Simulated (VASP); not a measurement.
# RbPbF5 (P4/mmm) in VASP: relaxation of cell and atoms with PBEsol

Aim: the relaxation of cell and atoms of RbPbF5 with PBEsol.

Everything below comes from runs of VASP 6.6.1. Logs are shortened: lines on timing, memory, paths and dates and some standing lists are left out, and cuts for length are marked.

**1. The cell of the first run**

It takes space group P4/mmm (No. 123, tetragonal). The conventional cell has a = 4.307 Å, b = 4.307 Å, c = 7.625 Å, α = 90.00°, β = 90.00°, γ = 90.00°. Within 4.0 Å of Rb (site symmetry 4/mmm) lie 12 F at 3.05 to 3.12 Å. Within 3.5 Å of Pb (site symmetry 4/mmm) lie 8 F at 2.65 Å. F (site symmetry 2mm) has 2 Pb at 2.65 Å and 7 F at 3.05 to 3.12 Å and 2 Rb at 3.12 Å within 3.5 Å. F (site symmetry 4/mmm) has 4 Rb at 3.05 Å and 8 F at 3.12 Å and 2 Pb at 3.81 Å within 4.0 Å.

**2. Relaxation of cell and atoms, PBEsol**

INCAR reads:

```
  PREC = Accurate
  ENCUT = 600
  EDIFF = 1E-7
  ISMEAR = -1
  SIGMA = 0.03
  LREAL = F
  LASPH = T
  NELM = 80
  ALGO = Normal
  ISIF = 3
  LWAVE = F
  LCHARG = F
  GGA = PS
  IBRION = 2
  NSW = 100
  EDIFFG = -0.01
```

KPOINTS reads:

```
regular mesh
0
Gamma
  6 6 4
```

POSCAR reads:

```
RbPbF5
1.0
    4.3069084300      0.0000000000      0.0000000000
    0.0000000000      4.3069084300      0.0000000000
    0.0000000000      0.0000000000      7.6250459700
Rb Pb F
1 1 5
Direct
    0.5000000000      0.5000000000      0.0000000000
    0.0000000000      0.0000000000      0.5000000000
    0.0000000000      0.5000000000      0.2963546500
    0.0000000000      0.5000000000      0.7036453500
    0.5000000000      0.0000000000      0.2963546500
    0.5000000000      0.0000000000      0.7036453500
    0.0000000000      0.0000000000      0.0000000000
```

Potentials or basis: VASP PAW PBE potentials, release 64 (Rb_sv, Pb_d, F).

On the command line:

```bash
cat potpaw_PBE.64/Rb_sv/POTCAR potpaw_PBE.64/Pb_d/POTCAR potpaw_PBE.64/F/POTCAR > POTCAR
mpirun -np 1 vasp_std > vasp.out
```

OUTCAR:

```text
PREC = Accurate
   ENCUT = 600
   EDIFF = 1E-7
   ISMEAR = -1
   LREAL = F
   LASPH = T
   NELM = 80
   ISIF = 3
   GGA = PS
   IBRION = 2
   NSW = 100
   EDIFFG = -0.01

 ion  position               nearest neighbor table
   1  0.500  0.500  0.000-   7 3.05   7 3.05   7 3.05   7 3.05   3 3.12   5 3.12   6 3.12   4 3.12
                             3 3.12   4 3.12   5 3.12   6 3.12   2 4.88   2 4.88   2 4.88   2 4.88
   2  0.000  0.000  0.500-   3 2.65   4 2.65   5 2.65   6 2.65   3 2.65   4 2.65   5 2.65   6 2.65
                             1 4.88   1 4.88   1 4.88   1 4.88   1 4.88   1 4.88   1 4.88   1 4.88
   3  0.000  0.500  0.296-   2 2.65   2 2.65   1 3.12   1 3.12
   4  0.000  0.500  0.704-   2 2.65   2 2.65   1 3.12   1 3.12
   5  0.500  0.000  0.296-   2 2.65   2 2.65   1 3.12   1 3.12
   6  0.500  0.000  0.704-   2 2.65   2 2.65   1 3.12   1 3.12
   7  0.000  0.000  0.000-   1 3.05   1 3.05   1 3.05   1 3.05

  LATTYP: Found a simple tetragonal cell.
 ALAT       =     4.3069084300
 C/A-ratio  =     1.7704221239

  Lattice vectors:

 A1 = (   4.3069084300,   0.0000000000,   0.0000000000)
 A2 = (   0.0000000000,   4.3069084300,   0.0000000000)
 A3 = (   0.0000000000,   0.0000000000,   7.6250459700)

Analysis of symmetry for initial positions (statically):
=====================================================================
 Subroutine PRICEL returns:
 Original cell was already a primitive cell.

 Routine SETGRP: Setting up the symmetry group for a
 simple tetragonal supercell.

 Subroutine GETGRP returns: Found 16 space group operations
 (whereof 16 operations were pure point group operations)
 out of a pool of 16 trial point group operations.

The static configuration has the point symmetry D_4h.

Analysis of symmetry for dynamics (positions and initial velocities):
=====================================================================
 Subroutine PRICEL returns:
 Original cell was already a primitive cell.

 Routine SETGRP: Setting up the symmetry group for a
 simple tetragonal supercell.

 Subroutine GETGRP returns: Found 16 space group operations
 (whereof 16 operations were pure point group operations)
 out of a pool of 16 trial point group operations.

The dynamic configuration has the point symmetry D_4h.

 Subroutine INISYM returns: Found 16 space group operations
 (whereof 16 operations are pure point group operations),
 and found     1 'primitive' translations

----------------------------------------------------------------------------------------

                                     Primitive cell
[... 94 lines left out ...]
   ICHARG =      2    charge: 1-file 2-atom 10-const
   ISPIN  =      1    spin polarized calculation?
   LNONCOLLINEAR =      F non collinear calculations
   LSORBIT =      F    spin-orbit coupling
   LASPH  =      T    aspherical Exc in radial PAW
   ENCUT  =  600.0 eV  44.10 Ry    6.64 a.u.   8.60  8.60 15.23*2*pi/ulx,y,z
   NELM   =     80;   NELMIN=  2; NELMDL= -5     # of ELM steps
   EDIFF  = 0.1E-06   stopping-criterion for ELM
   LREAL  =      F    real-space projection
   EDIFFG = -.1E-01   stopping-criterion for IOM
   NSW    =    100    number of steps for IOM
   IBRION =      2    ionic relax: 0-MD 1-quasi-New 2-CG
   NFREE  =      1    steps in history (QN), initial steepest desc. (CG)
   ISIF   =      3    stress and relaxation
   ISYM   =      2    0-nonsym 1-usesym 2-fastsym
   POTIM  = 0.5000    time-step for ionic-motion
   TEBEG  =    0.0;   TEEND  =   0.0 temperature during run
   PSTRESS=    0.0 pullay stress
   NELECT =      58.0000    total number of electrons
   NUPDOWN=      -1.0000    fix difference up-down
   EMIN   =  10.00;   EMAX   =-10.00  energy-range for DOS
   EFERMI =   0.00;   METHOD = LEGACY
   ISMEAR =    -1;   SIGMA  =   0.03  broadening in eV -4-tet -1-fermi 0-gaus
   EFERMI_NEDOS =   21; number of points for ismear=-14 and -15
   IALGO  =     38    algorithm
   IMIX   =      4    mixing-type and parameters
     AMIX     =   0.40;   BMIX     =  1.00
     AMIX_MAG =   1.60;   BMIX_MAG =  1.00
  volume/ion in A,a.u.               =      20.21       136.36
  Fermi-wavevector in a.u.,A,eV,Ry     =   1.216260  2.298397 20.126924  1.479287
  Thomas-Fermi vector in A             =   2.351619
   LORBIT       =      0    0 simple, 1 ext, 2 COOP (PROOUT), +10 PAW based schemes
   GGA     = PS    functional components
   LHFCALC =     F    Hartree Fock is set to
   AEXX    =    0.0000 exact exchange contribution
   IVDW    =     0    specifies the selected vdW correction
   LEPSILON=     F    determine dielectric tensor
   LRPA    =     F    only Hartree local field effects (RPA)
 conjugate gradient relaxation of ions
 non-spin polarized calculation
  energy-cutoff  :      600.00
  volume of cell :      141.44
 maximum number of plane-waves:      4759
 NGX is ok and might be reduce to    36
   NGX = 17   NGY = 17   NGZ = 31

--------------------------------------- Ionic step        1  -------------------------------------------

 number of electron      57.9999994 magnetization

 Free energy of the ion-electron system (eV)
  ---------------------------------------------------
  ext. energy  EPLUGINS =         0.00000000
  ---------------------------------------------------
  free energy    TOTEN  =       -26.28072769 eV

  energy without entropy =      -26.25462414  energy(sigma->0) =      -26.26767591

------------------------ aborting loop because EDIFF is reached ----------------------------------------

  FORCE on cell =-STRESS in cart. coord.  units (eV):
  Direction    XX          YY          ZZ          XY          YZ          ZX
  --------------------------------------------------------------------------------------
  -------------------------------------------------------------------------------------
  Total       -8.3446517     -8.3446517    -10.9938113      0.0000000      0.0000000     -0.0000000
  in kB      -94.5246452    -94.5246452   -124.5331917      0.0000000      0.0000000     -0.0000000
  external PRESSURE =    -104.5274940 kB  Pullay stress =       0.0000000 kB
[... 1899 lines left out ...]
     33      10.0011      0.00000
     34      11.6753      0.00000

 [... further k-points ...]

[... ionic steps 4 to 16 ...]

--------------------------------------- Ionic step       17  -------------------------------------------

 number of electron      57.9999985 magnetization

 E-fermi :   0.4501     XC(G=0): -10.0189
[... 974 lines left out ...]
--------------------------------------- Ionic step       19  -------------------------------------------

 number of electron      57.9999990 magnetization

 Free energy of the ion-electron system (eV)
  ---------------------------------------------------
  ext. energy  EPLUGINS =         0.00000000
  ---------------------------------------------------
  free energy    TOTEN  =       -29.28801916 eV

  energy without entropy =      -29.27799158  energy(sigma->0) =      -29.28300537

 E-fermi :   0.4103     XC(G=0):  -9.9995

 val. band max:        0.3836752392   @ k =   0.3333   0.3333   0.5000
 cond. band min:       0.4219312990   @ k =   0.1667   0.0000   0.2500
 fundamental gap:      0.0382560598
 Fermi energy:         0.4102656198
[... 922 lines left out ...]
  FREE ENERGIE OF THE ION-ELECTRON SYSTEM (eV)
  ---------------------------------------------------
  free  energy   TOTEN  =       -29.2880191563 eV

  energy  without entropy=      -29.2779915783  energy(sigma->0) =      -29.28300537

 reached required accuracy - stopping structural energy minimisation
```

OSZICAR:

```text
N       E                     dE             d eps       ncg     rms          rms(c)
DAV:   1     0.661930054505E+03    0.66193E+03   -0.31265E+04  2040   0.190E+03
DAV:   2     0.390873394771E+02   -0.62284E+03   -0.60658E+03  2486   0.468E+02
[... 264 lines left out ...]
  18 F= -.29288019E+02 E0= -.29283007E+02  d E =-.288232E-03
       N       E                     dE             d eps       ncg     rms          rms(c)
DAV:   1    -0.292880210847E+02   -0.17758E-05   -0.68564E-05  2356   0.771E-02    0.101E-02
DAV:   2    -0.292880193117E+02    0.17729E-05   -0.57188E-06  2164   0.183E-02    0.260E-03
DAV:   3    -0.292880191434E+02    0.16836E-06   -0.62501E-07  1948   0.919E-03    0.132E-03
DAV:   4    -0.292880191563E+02   -0.12921E-07   -0.29472E-07  1356   0.273E-03
  19 F= -.29288019E+02 E0= -.29283005E+02  d E =-.288166E-03
```

CONTCAR:

```text
RbPbF5
   1.00000000000000
     3.7768573656806645    0.0000000000000000   -0.0000000000000000
     0.0000000000000000    3.7768573656806645   -0.0000000000000000
    -0.0000000000000000   -0.0000000000000000    7.1841524717132348
  Rb              Pb              F
     1     1     5
Direct
     0.5000000000000000    0.5000000000000000    0.0000000000000000
     0.0000000000000000    0.0000000000000000    0.5000000000000000
     0.0000000000000000    0.5000000000000000    0.3305796468721753
     0.0000000000000000    0.5000000000000000    0.6694203531278247
     0.5000000000000000    0.0000000000000000    0.3305796468721753
     0.5000000000000000    0.0000000000000000    0.6694203531278247
     0.0000000000000000    0.0000000000000000    0.0000000000000000

  0.00000000E+00  0.00000000E+00  0.00000000E+00
  0.00000000E+00  0.00000000E+00  0.00000000E+00
  0.00000000E+00  0.00000000E+00  0.00000000E+00
  0.00000000E+00  0.00000000E+00  0.00000000E+00
  0.00000000E+00  0.00000000E+00  0.00000000E+00
  0.00000000E+00  0.00000000E+00  0.00000000E+00
  0.00000000E+00  0.00000000E+00  0.00000000E+00
```

Run time: 39 min. Hardware: 1 thread of Intel Xeon Platinum 8259CL at 2.50GHz (Skylake/Cascade Lake), shared host; peak memory 0.41 GiB.

What came out:

| Quantity | Value |
| --- | --- |
| Free energy | -29.2880 eV |
| Relaxed volume | 14.64 Å³/atom |
| Relaxed cell | a = 3.777 Å, b = 3.777 Å, c = 7.184 Å, α = 90.00°, β = 90.00°, γ = 90.00° |
| Space group after relaxing (to 0.1 Å) | P4/mmm (No. 123) |
| Pressure after relaxing | 0.0 GPa |
| Largest force after relaxing | 0.006 eV/Å |
| Band gap on the k mesh | zero (bands 29 and 30 overlap by 0.18 eV) |

Forces in eV/Å, atoms in the order of the input:
```
Rb   0.000  0.000  0.000
Pb   0.000  0.000  0.000
F    0.000  0.000  0.006
F    0.000  0.000 -0.006
F    0.000  0.000  0.006
F    0.000  0.000 -0.006
F    0.000  0.000  0.000
```

Final structure:
```
Rb Pb F
1.0
     3.77686    0.00000    0.00000
     0.00000    3.77686    0.00000
     0.00000    0.00000    7.18415
Rb Pb F
1 1 5
Direct
  0.50000 0.50000 0.00000
  0.00000 0.00000 0.50000
  0.00000 0.50000 0.33058
  0.00000 0.50000 0.66942
  0.50000 0.00000 0.33058
  0.50000 0.00000 0.66942
  0.00000 0.00000 0.00000
```

Caveat: the volume moved by over 15 % at a fixed basis, so the end points are rough; the PAW data sets were made with another functional, which shifts forces and pressure a little; spin-orbit coupling is left out, which moves the levels of the heavy elements.

The gap in the log of VASP goes by the Fermi energy; the results here count the filled bands.